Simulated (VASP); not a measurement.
A run of VASP 6.6.1 is set up as follows.

The input INCAR:

```
SYSTEM = SiO2
ALGO = Normal
EDIFF = 1E-7
ENCUT = 520
GGA = CA
ISIF = 2
ISMEAR = 0
LASPH = .True.
LCHARG = .True.
LELF = .True.
LREAL = .False.
LVHAR = .True.
LWAVE = .False.
NBANDS = 25
NELM = 60
PREC = Accurate
SIGMA = 0.05
```

File KPOINTS:

```
k-points
0
Gamma
  6 6 8
  0 0 0
```

Contents of POSCAR:

```
SiO2
1.0
    4.1801000000      0.0000000000      0.0000000000
    0.0000000000      4.1801000000      0.0000000000
    0.0000000000      0.0000000000      2.4697000000
Si O
2 4
Direct
    0.5000000000      0.5000000000      0.5000000000
    0.0000000000      0.0000000000      0.0000000000
    0.6944252994      0.6944252994      0.0000000000
    0.1944252994      0.8055747006      0.5000000000
    0.3055747006      0.3055747006      0.0000000000
    0.8055747006      0.1944252994      0.5000000000
```

Potentials or basis: VASP PAW LDA potentials, release 64 (Si, O).

Run with:

```bash
$ cat potpaw_LDA.64/Si/POTCAR potpaw_LDA.64/O/POTCAR > POTCAR
$ mpirun -np 1 vasp_std > vasp.out
```

Estimate the band gap on the k mesh.

7.15 eV, direct.

Predict the largest force.

0.256 eV/Å.

Stress tensor (GPa, compression positive):
```
12.73  0.00  0.00
 0.00 12.73  0.00
 0.00  0.00 68.72
```

A k mesh can miss the band edges. As with any semilocal functional, this LDA gap is likely too small.
